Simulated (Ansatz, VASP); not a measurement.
# Tl in VASP and in Ansatz

```xyz
1
Lattice="-1.9216 1.9216 1.9410 1.9216 -1.9216 1.9410 1.9216 1.9216 -1.9410" Properties=species:S:1:pos:R:3 pbc="T T T"
Tl    0.0000    0.0000    0.0000
```

Change from the starting cell: equal xx and yy strain of -1 %, PAW files.

Alike in both runs: task electric field gradients; functional LDA; k mesh 13 × 13 × 13; occupations fermi-dirac, width 0.05 eV; no spin polarisation.

|  | VASP | Ansatz |
| --- | --- | --- |
| version | VASP 6.6.1 | Ansatz 0.2.0 |
| potentials or method | VASP PAW LDA potentials, release 64 (Tl_d) | PAW with Ansatz's default frozen-core files, scalar-relativistic |
| plane-wave cutoff (eV) | 520 | 420 |
| valence electrons in the cell | 13 | 13 |

```csv
,VASP,Ansatz,Ansatz less VASP
pressure (GPa),-1.8,-1.9,-0.04
"traceless stress, the component that is largest in VASP (GPa)",0.14,0.14,-0.002
size of Vzz on the site where it differs most (V/Å²),0.1,0.1,-0.05
```

LDA's correlation is that of Perdew and Zunger in VASP and of Perdew and Wang (1992) in Ansatz.

Neither program's run includes spin-orbit coupling.
